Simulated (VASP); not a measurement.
Input of a VASP 6.6.1 run:

The input INCAR:

```
SYSTEM = Re
  PREC = Accurate
  ENCUT = 520
  EDIFF = 1E-6
  ISMEAR = 0
  SIGMA = 0.15
  LREAL = .False.
  LASPH = .True.
  NELM = 80
  ALGO = Normal
  ISIF = 2
  LWAVE = .False.
  LCHARG = .False.
  GGA = PS
  NBANDS = 10
```

KPOINTS

```
regular mesh
0
Gamma
  20 20 20
  0 0 0
```

The input POSCAR:

```
Re
1.0
    0.0000000000      1.9750000000      1.8170000000
    1.9750000000      0.0000000000      1.8170000000
    1.9750000000      1.9750000000      0.0000000000
Re
1
Direct
    0.0000000000      0.0000000000      0.0000000000
```

Potentials or basis: VASP PAW PBE potentials, release 64 (Re).

Run with:

```console
$ cat potpaw_PBE.64/Re/POTCAR > POTCAR
$ mpirun -np 1 vasp_std > vasp.out
```

(1) Predict the pressure.

(2) Estimate the band gap on the k mesh.

Answers

(1) 13.6 GPa.

(2) zero (an odd number of electrons rules out a gap without spin polarisation).

Caveat: the cell differs from its parent crystal (strain +0.000 along x and y, -0.080 along z); the cell stands under pressure; the PAW data sets were made with another functional, which shifts forces and pressure a little; spin-orbit coupling is left out, which moves the levels of the heavy elements.
